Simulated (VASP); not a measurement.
The system is Ti.

```
Ti
1.0
     2.95000    0.00000    0.00000
    -1.47500    2.55477    0.00000
     0.00000    0.00000    4.68000
Ti
2
Cartesian
  0.0000 1.7032 1.1700
  1.4750 0.8516 3.5100
```

```yaml
Program: VASP 6.6.1
Task: relaxation of cell and atoms
Functional: LDA
Potentials_or_basis: VASP PAW LDA potentials, release 64 (Ti_sv)
Cutoff: 600 eV
k_mesh: 10 × 10 × 5
Occupations: fermi-dirac, width 0.05 eV
Spin: no spin polarisation
```

At the start: pressure -9.9 GPa; volume 17.64 Å³/atom.

Problem. How do energy, volume and symmetry change on relaxing?

Solution. Over 8 steps the energy falls by 52.3 meV/atom and the volume is 16.06 Å³/atom (-8.9 %); space group P6_3/mmc (No. 194, to 0.1 Å) before and after.

Step by step:
```csv
step,energy change (eV),largest force (eV/Å),pressure (GPa),volume (Å³)
1,0.0000,0.0000,-9.91,35.27
2,-0.0431,0.0000,9.68,29.99
3,-0.1045,0.0000,-0.06,32.15
4,-0.1045,0.0000,0.11,32.09
5,-0.1045,0.0000,0.16,32.09
6,-0.1046,0.0000,0.16,32.09
7,-0.1046,0.0000,-0.18,32.17
8,-0.1046,0.0000,-0.02,32.13
```

Final structure:
```xyz
2
Lattice="2.8655 0.0000 0.0000 -1.4328 2.4816 0.0000 0.0000 0.0000 4.5180" Properties=species:S:1:pos:R:3 pbc="T T T"
Ti    0.0000    1.6544    1.1295
Ti    1.4328    0.8272    3.3885
```
